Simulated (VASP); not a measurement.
# Mo (I4/mmm) in VASP: single point with PBE

Aim: the single point of Mo with PBE.

Everything below comes from runs of VASP 6.6.1. Logs are shortened: lines on timing, memory, paths and dates and some standing lists are left out, and cuts for length are marked.

### Step 1. The cell of the first run

The structure is tetragonal, space group I4/mmm (No. 139). Conventional cell: a = 2.889 Å, b = 2.889 Å, c = 3.922 Å, α = 90.00°, β = 90.00°, γ = 90.00°. Mo (site symmetry 4/mmm) has 12 Mo at 2.83 to 2.89 Å within 3.7 Å.

### Step 2. Single point, PBE

The input, INCAR:

```
SYSTEM = Mo
ALGO = Fast ; EDIFF = 1E-7
ENCUT = 520 ; GGA = PE
ISIF = 2 ; ISMEAR = 0
LASPH = .True. ; LCHARG = .True.
LELF = .True. ; LREAL = .False.
LVHAR = .True. ; LWAVE = .False.
NBANDS = 13 ; NELM = 100
PREC = Accurate ; SIGMA = 0.15
```

The input, KPOINTS:

```
k-points
0
Gamma
  22 22 22
  0 0 0
```

The input, POSCAR:

```
Mo
1.0
    0.0000000000      2.0426061702      1.9609019234
    2.0426061702      0.0000000000      1.9609019234
    2.0426061702      2.0426061702      0.0000000000
Mo
1
Direct
    0.0000000000      0.0000000000      0.0000000000
```

Potentials or basis: VASP PAW PBE potentials, release 64 (Mo_sv).

Launch:

```bash
$ cat potpaw_PBE.64/Mo_sv/POTCAR > POTCAR
$ mpirun -np 1 vasp_std > vasp.out
```

OUTCAR:

```text
SYSTEM = Mo
   EDIFF = 1E-7
   ENCUT = 520
   GGA = PE
   ISIF = 2
   ISMEAR = 0
   LASPH = .True.
   LREAL = .False.
   NELM = 100
   PREC = Accurate

 ion  position               nearest neighbor table
   1  0.000  0.000  0.000-

  LATTYP: Found a body centered tetragonal cell.
 ALAT       =     2.8886813485
 C/A-ratio  =     1.3576450199

  Lattice vectors:

 A1 = (   0.0000000000,  -2.0426061702,  -1.9609019234)
 A2 = (   0.0000000000,   2.0426061702,  -1.9609019234)
 A3 = (   2.0426061702,   0.0000000000,   1.9609019234)

Analysis of symmetry for initial positions (statically):
=====================================================================
 Subroutine PRICEL returns:
 Original cell was already a primitive cell.

 Routine SETGRP: Setting up the symmetry group for a
 body centered tetragonal supercell.

 Subroutine GETGRP returns: Found 16 space group operations
 (whereof 16 operations were pure point group operations)
 out of a pool of 16 trial point group operations.

The static configuration has the point symmetry D_4h.

Analysis of symmetry for dynamics (positions and initial velocities):
=====================================================================
 Subroutine PRICEL returns:
 Original cell was already a primitive cell.

 Routine SETGRP: Setting up the symmetry group for a
 body centered tetragonal supercell.

 Subroutine GETGRP returns: Found 16 space group operations
 (whereof 16 operations were pure point group operations)
 out of a pool of 16 trial point group operations.

The dynamic configuration has the point symmetry D_4h.

 Subroutine INISYM returns: Found 16 space group operations
 (whereof 16 operations are pure point group operations),
 and found     1 'primitive' translations

----------------------------------------------------------------------------------------

                                     Primitive cell

  volume of cell :      16.3627

  direct lattice vectors                    reciprocal lattice vectors
     0.000000000  2.042606170  1.960901923    -0.244785318  0.244785318  0.254984706
     2.042606170  0.000000000  1.960901923     0.244785318 -0.244785318  0.254984706
     2.042606170  2.042606170  0.000000000     0.244785318  0.244785318 -0.254984706

  length of vectors
     2.831497187  2.831497187  2.888681348     0.429949885  0.429949885  0.429949885

  position of ions in fractional coordinates (direct lattice)
     0.000000000  0.000000000  0.000000000

  ion indices of the primitive-cell ions
   primitive index   ion index
                 1           1

----------------------------------------------------------------------------------------

 KPOINTS: k-points

Automatic generation of k-mesh.
 Grid dimensions read from file:
 generate k-points for:   22   22   22

 Generating k-lattice:

  Cartesian coordinates                     Fractional coordinates (reciprocal lattice)
    -0.011126605  0.011126605  0.011590214     0.045454545 -0.000000000  0.000000000
     0.011126605 -0.011126605  0.011590214    -0.000000000  0.045454545  0.000000000
     0.011126605  0.011126605 -0.011590214     0.000000000  0.000000000  0.045454545

  Length of vectors
     0.019543177  0.019543177  0.019543177

  Shift w.r.t. Gamma in fractional coordinates (k-lattice)
     0.000000000  0.000000000  0.000000000

 Subroutine IBZKPT returns following result:
 ===========================================

 Found    834 irreducible k-points:

 Following reciprocal coordinates:
            Coordinates               Weight
  0.000000  0.000000  0.000000      1.000000
  0.045455  0.000000  0.000000      8.000000
  0.090909  0.000000  0.000000      8.000000
  0.136364  0.000000  0.000000      8.000000
  0.181818  0.000000  0.000000      8.000000
  0.227273  0.000000  0.000000      8.000000
[... 16 lines left out ...]
  0.500000  0.045455  0.000000      8.000000
 -0.454545  0.045455  0.000000      8.000000
 [... further k-points ...]
   k-points           NKPTS =    834   k-points in BZ     NKDIM =    834   number of bands    NBANDS=     13
   number of dos      NEDOS =    301   number of ions     NIONS =      1
   total plane-waves  NPLWV =  13824
   dimension x,y,z NGX =    24 NGY =   24 NGZ =   24
   dimension x,y,z NGXF=    48 NGYF=   48 NGZF=   48
   ions per type =               1
   NGX,Y,Z   is equivalent  to a cutoff of  14.09, 14.09, 13.81 a.u.
   NGXF,Y,Z  is equivalent  to a cutoff of  28.18, 28.18, 27.62 a.u.
 SYSTEM =  Mo
   PREC   = accura    normal or accurate (medium, high low for compatibility)
   ISTART =      0    job   : 0-new  1-cont  2-samecut
   ICHARG =      2    charge: 1-file 2-atom 10-const
   ISPIN  =      1    spin polarized calculation?
   LNONCOLLINEAR =      F non collinear calculations
   LSORBIT =      F    spin-orbit coupling
   LASPH  =      T    aspherical Exc in radial PAW
   ENCUT  =  520.0 eV  38.22 Ry    6.18 a.u.   5.26  5.26  5.37*2*pi/ulx,y,z
   NELM   =    100;   NELMIN=  2; NELMDL= -5     # of ELM steps
   EDIFF  = 0.1E-06   stopping-criterion for ELM
   LREAL  =      F    real-space projection
   EDIFFG = 0.1E-05   stopping-criterion for IOM
   NSW    =      0    number of steps for IOM
   IBRION =     -1    ionic relax: 0-MD 1-quasi-New 2-CG
   NFREE  =      0    steps in history (QN), initial steepest desc. (CG)
   ISIF   =      2    stress and relaxation
   ISYM   =      2    0-nonsym 1-usesym 2-fastsym
   POTIM  = 0.5000    time-step for ionic-motion
   TEBEG  =    0.0;   TEEND  =   0.0 temperature during run
   PSTRESS=    0.0 pullay stress
   NELECT =      14.0000    total number of electrons
   NUPDOWN=      -1.0000    fix difference up-down
   EMIN   =  10.00;   EMAX   =-10.00  energy-range for DOS
   EFERMI =   0.00;   METHOD = LEGACY
   ISMEAR =     0;   SIGMA  =   0.15  broadening in eV -4-tet -1-fermi 0-gaus
   EFERMI_NEDOS =   21; number of points for ismear=-14 and -15
   IALGO  =     68    algorithm
   IMIX   =      4    mixing-type and parameters
     AMIX     =   0.40;   BMIX     =  1.00
     AMIX_MAG =   1.60;   BMIX_MAG =  1.00
  volume/ion in A,a.u.               =      16.36       110.42
  Fermi-wavevector in a.u.,A,eV,Ry     =   1.554172  2.936960 32.864208  2.415451
  Thomas-Fermi vector in A             =   2.658297
   LORBIT       =      0    0 simple, 1 ext, 2 COOP (PROOUT), +10 PAW based schemes
   GGA     = PE    functional components
   LHFCALC =     F    Hartree Fock is set to
   AEXX    =    0.0000 exact exchange contribution
   IVDW    =     0    specifies the selected vdW correction
   LEPSILON=     F    determine dielectric tensor
   LRPA    =     F    only Hartree local field effects (RPA)
 non-spin polarized calculation
 RMM-DIIS sequential band-by-band and
 Gauss-broadening in eV      SIGMA  =   0.15
  energy-cutoff  :      520.00
  volume of cell :       16.36
 maximum number of plane-waves:       457
 NGX is ok and might be reduce to    24
   NGX = 11   NGY = 11   NGZ = 11

 number of electron      14.0000002 magnetization

 Free energy of the ion-electron system (eV)
  ---------------------------------------------------
  ext. energy  EPLUGINS =         0.00000000
  ---------------------------------------------------
  free energy    TOTEN  =       -10.52726406 eV

  energy without entropy =      -10.51191673  energy(sigma->0) =      -10.51959039

 E-fermi :  11.5024     XC(G=0): -13.1169

 val. band max:       11.5003087147   @ k =   0.5000   0.1818   0.0909
 cond. band min:      11.5049936781   @ k =  -0.1364   0.3182   0.2727
 fundamental gap:      0.0046849633
 Fermi energy:        11.5024326730

 k-point     1 :       0.0000    0.0000    0.0000
  band No.  band energies     occupation
      1     -49.2641      2.00000
      2     -22.6577      2.00000
      3     -22.6577      2.00000
      4     -22.6318      2.00000
      5       4.7966      2.00000
      6      10.6358      2.00000
      7      10.6358      2.00000
      8      11.1039      1.99983
      9      13.0443      0.00000
     10      13.6748      0.00000
     11      24.5780      0.00000
     12      29.2684      0.00000
     13      29.2684      0.00000

 k-point     2 :       0.0455    0.0000    0.0000
  band No.  band energies     occupation
      1     -49.2600      2.00000
      2     -22.6788      2.00000
      3     -22.6617      2.00000
      4     -22.6395      2.00000
      5       4.8796      2.00000
      6      10.6128      2.00000
      7      10.6732      2.00000
      8      11.1073      1.99980
      9      13.0198      0.00000
     10      13.6387      0.00000
     11      24.7373      0.00000
     12      29.0679      0.00000
     13      29.4135      0.00000

 k-point     3 :       0.0909    0.0000    0.0000
  band No.  band energies     occupation
      1     -49.2480      2.00000
      2     -22.7519      2.00000
      3     -22.6733      2.00000
      4     -22.6499      2.00000
      5       5.1215      2.00000
      6      10.5166      2.00000
      7      10.7739      2.00000
      8      11.1540      1.99898
      9      12.9630      0.00000
     10      13.5447      0.00000
     11      25.1865      0.00000
     12      28.3890      0.00000
     13      29.8404      0.00000

 k-point     4 :       0.1364    0.0000    0.0000
  band No.  band energies     occupation
      1     -49.2290      2.00000
      2     -22.8697      2.00000
      3     -22.6916      2.00000
      4     -22.6625      2.00000
      5       5.4984      2.00000
      6      10.3489      2.00000
      7      10.8997      2.00000
      8      11.2631      1.97593
      9      12.9252      0.00000
     10      13.4358      0.00000
     11      25.8161      0.00000
     12      27.5143      0.00000
     13      30.5253      0.00000

 k-point     5 :       0.1818    0.0000    0.0000
  band No.  band energies     occupation
      1     -49.2046      2.00000
      2     -23.0198      2.00000
      3     -22.7150      2.00000
      4     -22.6780      2.00000
      5       5.9637      2.00000
      6      10.1850      2.00000
      7      10.9849      2.00000
      8      11.3796      1.75309
      9      12.9874      0.00000
     10      13.3827      0.00000
     11      26.0754      0.00000
     12      27.0975      0.00000
     13      31.4342      0.00000
[... 257 lines left out ...]
 k-point    22 :       0.4545    0.0455    0.0000
  band No.  band energies     occupation
      1     -49.0623      2.00000
      2     -23.8208      2.00000
      3     -22.8552      2.00000
      4     -22.7743      2.00000
      5       7.0545      2.00000
      6      10.4635      2.00000
      7      10.8303      2.00000
      8      12.3510      0.00000
      9      15.2194      0.00000
     10      15.4360      0.00000
     11      22.5333      0.00000
     12      24.7346      0.00000
     13      30.2923      0.00000

 k-point    23 :       0.5000    0.0455    0.0000
  band No.  band energies     occupation
      1     -49.0557      2.00000
      2     -23.8564      2.00000
      3     -22.8570      2.00000
      4     -22.7832      2.00000
      5       7.0318      2.00000
      6      10.4119      2.00000
      7      10.7782      2.00000
      8      12.6951      0.00000
      9      15.4824      0.00000
     10      15.5163      0.00000
     11      22.2383      0.00000
     12      24.4178      0.00000
     13      30.0986      0.00000

 k-point    24 :      -0.4545    0.0455    0.0000
  band No.  band energies     occupation
      1     -49.0576      2.00000
      2     -23.8461      2.00000
      3     -22.8511      2.00000
      4     -22.7872      2.00000
      5       7.0395      2.00000
      6      10.4138      2.00000
      7      10.7830      2.00000
      8      12.6494      0.00000
      9      15.3632      0.00000
     10      15.5141      0.00000
     11      22.3219      0.00000
     12      24.4773      0.00000
     13      30.3783      0.00000

 [... further k-points ...]

------------------------ aborting loop because EDIFF is reached ----------------------------------------

  FORCE on cell =-STRESS in cart. coord.  units (eV):
  Direction    XX          YY          ZZ          XY          YZ          ZX
  --------------------------------------------------------------------------------------
  -------------------------------------------------------------------------------------
  Total       -0.1501248     -0.1501248     -1.0105096      0.0000000      0.0000000     -0.0000000
  in kB      -14.6996756    -14.6996756    -98.9454575      0.0000000      0.0000000     -0.0000000
  external PRESSURE =     -42.7816029 kB  Pullay stress =       0.0000000 kB

 VOLUME and BASIS-vectors are now :
 -----------------------------------------------------------------------------
  energy-cutoff  :      520.00
  volume of cell :       16.36
      direct lattice vectors                 reciprocal lattice vectors
     0.000000000  2.042606170  1.960901923    -0.244785318  0.244785318  0.254984706
     2.042606170  0.000000000  1.960901923     0.244785318 -0.244785318  0.254984706
     2.042606170  2.042606170  0.000000000     0.244785318  0.244785318 -0.254984706

 POSITION                                       TOTAL-FORCE (eV/Angst)
 -----------------------------------------------------------------------------------
      0.00000      0.00000      0.00000         0.000000     -0.000000      0.000000
 -----------------------------------------------------------------------------------
    total drift:                               -0.000000      0.000000     -0.000000

  FREE ENERGIE OF THE ION-ELECTRON SYSTEM (eV)
  ---------------------------------------------------
  free  energy   TOTEN  =       -10.5272640574 eV

  energy  without entropy=      -10.5119167273  energy(sigma->0) =      -10.51959039
```

It took 3 min on 1 thread of Intel Xeon 8259CL, shared host; peak memory 0.28 GiB.

What came out:

| Property | Result |
| --- | --- |
| Free energy | -10.5273 eV |
| Pressure | -4.3 GPa |
| Band gap on the k mesh | zero (bands 7 and 8 overlap by 4.41 eV) |

Levels at points of the mesh, in eV from the Fermi level:
| k point | band 4 | band 5 | band 6 | band 7 | band 8 | band 9 | band 10 | band 11 |
| --- | --- | --- | --- | --- | --- | --- | --- | --- |
| (0.00, 0.00, 0.00) | -34.13 | -6.71 | -0.87 | -0.87 | -0.40 | 1.54 | 2.17 | 13.08 |
| (0.50, 0.00, 0.00) | -34.27 | -4.54 | -1.16 | -0.62 | 1.45 | 3.71 | 4.01 | 10.76 |
| (0.50, 0.50, 0.00) | -34.65 | -4.87 | -4.25 | 3.80 | 4.41 | 4.45 | 4.45 | 11.87 |
| (0.50, 0.00, 0.50) | -34.52 | -4.84 | -4.14 | 3.60 | 3.81 | 4.18 | 4.64 | 12.16 |

Caveat: the stress differs along the axes, from -10 to -1 GPa.
